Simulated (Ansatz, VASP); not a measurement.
**Two plane-wave programs on Pt**

INCAR

```
PREC = Accurate
ENCUT = 600
EDIFF = 1E-7
ISMEAR = -1
SIGMA = 0.05
LREAL = False
LASPH = True
NELM = 80
ALGO = Normal
ISIF = 3
LWAVE = False
LCHARG = False
GGA = PS
IVDW = 12
IBRION = 2
NSW = 80
EDIFFG = -0.01
```

KPOINTS

```
regular mesh
0
Gamma
  13 13 13
```

File POSCAR:

```
Pt
1.0
    2.7439500000      0.0000000000      0.0000000000
   -0.9146499714      2.5870208798      0.0000000000
   -0.9146499714     -1.2935103791      2.2404258371
Pt
1
Direct
    0.0000000000      0.0000000000      0.0000000000
```

Input for Ansatz:

```yaml
crystal:
  lattice:
    - [2.74395, 0.0, 0.0]
    - [-0.9146499713514556, 2.587020879777892, 0.0]
    - [-0.9146499713514556, -1.293510379116207, 2.240425837095579]
  atoms:
    - { symbol: Pt, position: [0.0, 0.0, 0.0] }
basis:
  ecutwfc: 530.0
kpoints:
  mp_grid:
    grid: [13, 13, 13]
hamiltonian:
  xc: pbesol
  dispersion: d3bj
scf:
  convergence:
    dr2_threshold: 1.0e-09
  occupations:
    method: fermi_dirac
    width: 0.05
relax:
  cell: {}
```

Alike in both runs: task relaxation of cell and atoms; functional PBEsol; dispersion D3(BJ); k mesh 13 × 13 × 13; occupations fermi-dirac, width 0.05 eV; no spin polarisation.

```csv
,VASP,Ansatz
version,VASP 6.6.1,Ansatz 0.2.0
potentials or method,"VASP PAW PBE potentials, release 64 (Pt), cutoff 600 eV","plane waves, PAW"
valence electrons in the cell,10,18
```

```csv
,VASP,Ansatz,Ansatz less VASP
relaxed volume (Å³/atom),14.77,14.79,+0.012
relaxed cell length with the largest relative difference (Å),2.677,2.678,+0.0007
```

VASP's potentials were made for PBE, not for PBEsol. VASP's potentials hold 10 valence electrons a cell and Ansatz's 18, so a difference there can come from the potentials and not from the codes. Ansatz's warnings: stress scf threshold loose.

Neither program's run includes spin-orbit coupling.
